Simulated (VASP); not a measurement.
Input of a VASP 6.6.1 run:

INCAR

```
SYSTEM = Nb2Te5
PREC = Accurate
ENCUT = 520
EDIFF = 1E-6
ISMEAR = 0
SIGMA = 0.2
LREAL = .FALSE.
LASPH = .TRUE.
NELM = 100
ALGO = Normal
ISIF = 2
LWAVE = .FALSE.
LCHARG = .FALSE.
GGA = PE
NBANDS = 37
```

KPOINTS

```
Automatic mesh
0
G
  5 5 1
  0 0 0
```

File POSCAR:

```
Nb2Te5
1.0
    3.6058866191      0.0000000000      0.0000000000
   -1.8029433096      3.1227894153      0.0000000000
    0.0000000000      0.0000000000     18.2619957105
Nb Te
2 5
Direct
    0.0000000000      0.0000000000      0.7234947277
    0.0000000000      0.0000000000      0.2765052723
    0.6666666667      0.3333333333      0.8269591287
    0.3333333333      0.6666666667      0.6204875223
    0.3333333333      0.6666666667      0.1730408713
    0.6666666667      0.3333333333      0.3795124777
    0.0000000000      0.0000000000      0.0000000000
```

Potentials or basis: VASP PAW PBE potentials, release 64 (Nb_sv, Te).

Run with:

```sh
$ cat potpaw_PBE.64/Nb_sv/POTCAR potpaw_PBE.64/Te/POTCAR > POTCAR
$ mpirun -np 1 vasp_std > vasp.out
```

Task: Estimate the largest force.

Result: 0.019 eV/Å.

Task: Predict the pressure.

Result: -0.1 GPa.

Task: What does it give for the band gap on the k mesh?

Result: Zero (band 28 reaches 7.35 eV, above the bottom of band 29 at 6.30 eV).

Forces on the atoms (eV/Å):
```
Nb   0.000  0.000  0.019
Nb   0.000  0.000 -0.019
Te   0.000  0.000 -0.008
Te   0.000  0.000  0.002
Te   0.000  0.000  0.008
Te   0.000  0.000 -0.002
Te   0.000  0.000  0.000
```

Caveat: the k points lie up to 0.40 Å⁻¹ apart; spin-orbit coupling is left out, which moves the levels of the heavy elements; this functional lacks dispersion, which binds the layers, so the pressure and a relaxed spacing across them are unreliable.
